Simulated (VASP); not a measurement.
# Au (P4/mmm) in VASP: relaxation of cell and atoms with PBE

Aim: the relaxation of cell and atoms of Au with PBE.

Program: VASP 6.6.1. These are calculated values, not measurements. Logs are shortened: lines on timing, memory, paths and dates and some standing lists are left out, and cuts for length are marked.

## Step 1: The cell of the first run

The structure is tetragonal, space group P4/mmm (No. 123). Conventional cell: a = 2.553 Å, b = 2.553 Å, c = 2.849 Å, α = 90.00°, β = 90.00°, γ = 90.00°. Au (site symmetry 4/mmm) has 6 Au at 2.55 to 2.85 Å within 3.4 Å.

## Step 2: Relaxation of cell and atoms, PBE

INCAR reads:

```
SYSTEM = Au
ALGO = Normal ; EDIFF = 1E-6
EDIFFG = -0.04 ; ENCUT = 600
GGA = PE ; IBRION = 2
ISIF = 3 ; ISMEAR = 0
LASPH = .TRUE. ; LCHARG = .FALSE.
LREAL = .FALSE. ; LWAVE = .FALSE.
NELM = 60 ; NSW = 90
PREC = Accurate ; SIGMA = 0.1
```

KPOINTS reads:

```
k-points
0
G
  6 6 6
  0 0 0
```

POSCAR reads:

```
Au
1.0
    2.5534984900      0.0000000000      0.0000000000
    0.0000000000      2.5534984900      0.0000000000
    0.0000000000      0.0000000000      2.8494247000
Au
1
Direct
    0.0000000000      0.0000000000      0.5000000000
```

Potentials or basis: VASP PAW PBE potentials, release 64 (Au).

On the command line:

```console
$ cat potpaw_PBE.64/Au/POTCAR > POTCAR
$ mpirun -np 1 vasp_std > vasp.out
```

OUTCAR:

```text
SYSTEM = Au
   EDIFF = 1E-6
   EDIFFG = -0.04
   ENCUT = 600
   GGA = PE
   IBRION = 2
   ISIF = 3
   ISMEAR = 0
   LASPH = .TRUE.
   LREAL = .FALSE.
   NELM = 60
   NSW = 90
   PREC = Accurate

 ion  position               nearest neighbor table
   1  0.000  0.000  0.500-

  LATTYP: Found a simple tetragonal cell.
 ALAT       =     2.5534984900
 C/A-ratio  =     1.1158904974

  Lattice vectors:

 A1 = (   2.5534984900,   0.0000000000,   0.0000000000)
 A2 = (   0.0000000000,   2.5534984900,   0.0000000000)
 A3 = (   0.0000000000,   0.0000000000,   2.8494247000)

Analysis of symmetry for initial positions (statically):
=====================================================================
 Subroutine PRICEL returns:
 Original cell was already a primitive cell.

 Routine SETGRP: Setting up the symmetry group for a
 simple tetragonal supercell.

 Subroutine GETGRP returns: Found 16 space group operations
 (whereof 16 operations were pure point group operations)
 out of a pool of 16 trial point group operations.

The static configuration has the point symmetry D_4h.

Analysis of symmetry for dynamics (positions and initial velocities):
=====================================================================
 Subroutine PRICEL returns:
 Original cell was already a primitive cell.

 Routine SETGRP: Setting up the symmetry group for a
 simple tetragonal supercell.

 Subroutine GETGRP returns: Found 16 space group operations
 (whereof 16 operations were pure point group operations)
 out of a pool of 16 trial point group operations.

The dynamic configuration has the point symmetry D_4h.

 Subroutine INISYM returns: Found 16 space group operations
 (whereof 16 operations are pure point group operations),
 and found     1 'primitive' translations

----------------------------------------------------------------------------------------

                                     Primitive cell

  volume of cell :      18.5793

  direct lattice vectors                    reciprocal lattice vectors
     2.553498490  0.000000000  0.000000000     0.391619578  0.000000000  0.000000000
     0.000000000  2.553498490  0.000000000     0.000000000  0.391619578  0.000000000
     0.000000000  0.000000000  2.849424700     0.000000000  0.000000000  0.350948035

  length of vectors
     2.553498490  2.553498490  2.849424700     0.391619578  0.391619578  0.350948035

  position of ions in fractional coordinates (direct lattice)
     0.000000000  0.000000000  0.500000000

  ion indices of the primitive-cell ions
   primitive index   ion index
                 1           1

----------------------------------------------------------------------------------------

 KPOINTS: k-points

Automatic generation of k-mesh.
 Grid dimensions read from file:
 generate k-points for:    6    6    6

 Generating k-lattice:

  Cartesian coordinates                     Fractional coordinates (reciprocal lattice)
     0.065269930  0.000000000  0.000000000     0.166666667  0.000000000  0.000000000
     0.000000000  0.065269930  0.000000000     0.000000000  0.166666667  0.000000000
     0.000000000  0.000000000  0.058491339     0.000000000  0.000000000  0.166666667

  Length of vectors
     0.065269930  0.065269930  0.058491339

  Shift w.r.t. Gamma in fractional coordinates (k-lattice)
     0.000000000  0.000000000  0.000000000

 Subroutine IBZKPT returns following result:
 ===========================================

 Found     40 irreducible k-points:

 Following reciprocal coordinates:
            Coordinates               Weight
  0.000000  0.000000  0.000000      1.000000
  0.166667  0.000000  0.000000      4.000000
  0.333333  0.000000  0.000000      4.000000
  0.500000  0.000000  0.000000      2.000000
  0.166667  0.166667  0.000000      4.000000
  0.333333  0.166667  0.000000      8.000000
[... 16 lines left out ...]
  0.333333  0.000000  0.333333      8.000000
  0.500000  0.000000  0.333333      4.000000
 [... further k-points ...]
   k-points           NKPTS =     40   k-points in BZ     NKDIM =     40   number of bands    NBANDS=      9
   number of dos      NEDOS =    301   number of ions     NIONS =      1
   total plane-waves  NPLWV =   9600
   dimension x,y,z NGX =    20 NGY =   20 NGZ =   24
   dimension x,y,z NGXF=    40 NGYF=   40 NGZF=   48
   ions per type =               1
   NGX,Y,Z   is equivalent  to a cutoff of  13.02, 13.02, 14.00 a.u.
   NGXF,Y,Z  is equivalent  to a cutoff of  26.04, 26.04, 28.00 a.u.
 SYSTEM =  Au
   PREC   = accura    normal or accurate (medium, high low for compatibility)
   ISTART =      0    job   : 0-new  1-cont  2-samecut
   ICHARG =      2    charge: 1-file 2-atom 10-const
   ISPIN  =      1    spin polarized calculation?
   LNONCOLLINEAR =      F non collinear calculations
   LSORBIT =      F    spin-orbit coupling
   LASPH  =      T    aspherical Exc in radial PAW
   ENCUT  =  600.0 eV  44.10 Ry    6.64 a.u.   5.10  5.10  5.69*2*pi/ulx,y,z
   NELM   =     60;   NELMIN=  2; NELMDL= -5     # of ELM steps
   EDIFF  = 0.1E-05   stopping-criterion for ELM
   LREAL  =      F    real-space projection
   EDIFFG = -.4E-01   stopping-criterion for IOM
   NSW    =     90    number of steps for IOM
   IBRION =      2    ionic relax: 0-MD 1-quasi-New 2-CG
   NFREE  =      1    steps in history (QN), initial steepest desc. (CG)
   ISIF   =      3    stress and relaxation
   ISYM   =      2    0-nonsym 1-usesym 2-fastsym
   POTIM  = 0.5000    time-step for ionic-motion
   TEBEG  =    0.0;   TEEND  =   0.0 temperature during run
   PSTRESS=    0.0 pullay stress
   NELECT =      11.0000    total number of electrons
   NUPDOWN=      -1.0000    fix difference up-down
   EMIN   =  10.00;   EMAX   =-10.00  energy-range for DOS
   EFERMI =   0.00;   METHOD = LEGACY
   ISMEAR =     0;   SIGMA  =   0.10  broadening in eV -4-tet -1-fermi 0-gaus
   EFERMI_NEDOS =   21; number of points for ismear=-14 and -15
   IALGO  =     38    algorithm
   IMIX   =      4    mixing-type and parameters
     AMIX     =   0.40;   BMIX     =  1.00
     AMIX_MAG =   1.60;   BMIX_MAG =  1.00
  volume/ion in A,a.u.               =      18.58       125.38
  Fermi-wavevector in a.u.,A,eV,Ry     =   1.374663  2.597737 25.710909  1.889699
  Thomas-Fermi vector in A             =   2.500069
   LORBIT       =      0    0 simple, 1 ext, 2 COOP (PROOUT), +10 PAW based schemes
   GGA     = PE    functional components
   LHFCALC =     F    Hartree Fock is set to
   AEXX    =    0.0000 exact exchange contribution
   IVDW    =     0    specifies the selected vdW correction
   LEPSILON=     F    determine dielectric tensor
   LRPA    =     F    only Hartree local field effects (RPA)
 conjugate gradient relaxation of ions
 non-spin polarized calculation
 Gauss-broadening in eV      SIGMA  =   0.10
  energy-cutoff  :      600.00
  volume of cell :       18.58
 maximum number of plane-waves:       643
   NGX = 11   NGY = 11   NGZ = 11

--------------------------------------- Ionic step        1  -------------------------------------------

 number of electron      10.9999999 magnetization

 Free energy of the ion-electron system (eV)
  ---------------------------------------------------
  ext. energy  EPLUGINS =         0.00000000
  ---------------------------------------------------
  free energy    TOTEN  =        -2.84144337 eV

  energy without entropy =       -2.83855269  energy(sigma->0) =       -2.83999803

------------------------ aborting loop because EDIFF is reached ----------------------------------------

  FORCE on cell =-STRESS in cart. coord.  units (eV):
  Direction    XX          YY          ZZ          XY          YZ          ZX
  --------------------------------------------------------------------------------------
  -------------------------------------------------------------------------------------
  Total        3.7134481      3.7134481     -0.4862405      0.0000000      0.0000000      0.0000000
  in kB      320.2281773    320.2281773    -41.9308160      0.0000000      0.0000000      0.0000000
  external PRESSURE =     199.5085129 kB  Pullay stress =       0.0000000 kB
[... 20 lines left out ...]
  energy  without entropy=       -2.8385526899  energy(sigma->0) =       -2.83999803

--------------------------------------- Ionic step        2  -------------------------------------------

 number of electron      11.0000001 magnetization

 E-fermi :   3.7544     XC(G=0): -10.3298

 val. band max:        3.6454930360   @ k =   0.5000   0.5000   0.5000
 cond. band min:       3.7635938017   @ k =   0.3333   0.1667   0.3333
 fundamental gap:      0.1181007658
 Fermi energy:         3.7543512962

 k-point     1 :       0.0000    0.0000    0.0000
  band No.  band energies     occupation
      1      -2.3518      2.00000
      2      -0.6732      2.00000
      3      -0.3004      2.00000
      4       2.3519      2.00000
      5       2.6439      2.00000
      6       2.6439      2.00000
      7      15.8211      0.00000
      8      15.8211      0.00000
      9      18.6779      0.00000
[... 518 lines left out ...]
  energy  without entropy=       -3.0596155403  energy(sigma->0) =       -3.06326991

--------------------------------------- Ionic step        9  -------------------------------------------

 number of electron      10.9999997 magnetization

 Free energy of the ion-electron system (eV)
  ---------------------------------------------------
  ext. energy  EPLUGINS =         0.00000000
  ---------------------------------------------------
  free energy    TOTEN  =        -3.06699597 eV

  energy without entropy =       -3.05938351  energy(sigma->0) =       -3.06318974

 E-fermi :   6.1575     XC(G=0): -11.5267

 val. band max:        6.1391462265   @ k =   0.5000   0.5000   0.1667
 cond. band min:       6.1839470018   @ k =   0.5000   0.3333   0.5000
 fundamental gap:      0.0448007753
 Fermi energy:         6.1575226683

 k-point     1 :       0.0000    0.0000    0.0000
  band No.  band energies     occupation
      1      -1.3994      2.00000
      2       0.6993      2.00000
      3       0.7013      2.00000
      4       4.9606      2.00000
      5       4.9606      2.00000
      6       4.9619      2.00000
      7      20.4086      0.00000
      8      20.4204      0.00000
      9      20.4204      0.00000
[... 304 lines left out ...]
  FREE ENERGIE OF THE ION-ELECTRON SYSTEM (eV)
  ---------------------------------------------------
  free  energy   TOTEN  =        -3.0669959742 eV

  energy  without entropy=       -3.0593835067  energy(sigma->0) =       -3.06318974

 reached required accuracy - stopping structural energy minimisation
```

Wall time 31 s (1 thread of Intel Xeon Platinum 8488C (Sapphire Rapids), shared host); peak memory 0.14 GiB.

Results:

* Free energy: -3.0670 eV
* Relaxed volume: 20.42 Å³/atom
* Relaxed cell: a = 2.733 Å, b = 2.733 Å, c = 2.734 Å, α = 90.00°, β = 90.00°, γ = 90.00°
* Space group after relaxing (to 0.05 Å): Pm-3m (No. 221)
* Energy gained by relaxing: 225.6 meV/atom
* Ionic steps: 9
* Pressure after relaxing: -0.1 GPa

The path:
```tsv
step	energy change (eV)	largest force (eV/Å)	pressure (GPa)	volume (Å³)
1	0.0000	0.0000	19.95	18.58
2	0.0140	0.0000	-10.59	25.23
3	-0.2118	0.0000	-3.15	21.27
4	-0.2131	0.0000	-2.54	21.11
5	-0.2135	0.0000	-1.92	20.97
6	-0.2254	0.0000	0.02	20.39
7	-0.2255	0.0000	0.31	20.33
8	-0.2255	0.0000	0.24	20.34
9	-0.2256	0.0000	-0.08	20.42
```

Final structure:
```
Au
1.0
     2.73314    0.00000    0.00000
     0.00000    2.73314    0.00000
     0.00000    0.00000    2.73395
Au
1
Direct
  0.00000 0.00000 0.50000
```

Levels at points of the mesh, in eV from the Fermi level:
```tsv
k point	band 1	band 2	band 3	band 4	band 5	band 6	band 7	band 8	band 9
(0.00, 0.00, 0.00)	-7.56	-5.46	-5.46	-1.20	-1.20	-1.20	14.25	14.26	14.26
(0.50, 0.00, 0.00)	-5.50	-5.06	-2.65	-2.65	-1.06	-0.15	2.38	16.69	18.85
(0.50, 0.50, 0.00)	-5.38	-4.69	-2.39	-2.39	-0.04	4.17	4.17	6.81	11.87
(0.00, 0.00, 0.50)	-5.50	-5.06	-2.65	-2.65	-1.06	-0.15	2.37	16.70	18.85
(0.50, 0.00, 0.50)	-5.38	-4.70	-2.39	-2.39	-0.04	4.17	4.17	6.81	11.87
(0.50, 0.50, 0.50)	-4.70	-4.70	-4.70	0.05	0.05	8.79	8.79	8.80	10.51
```

Caveat: the k points lie up to 0.38 Å⁻¹ apart in the final cell; spin-orbit coupling is left out, which moves the levels of the heavy elements.
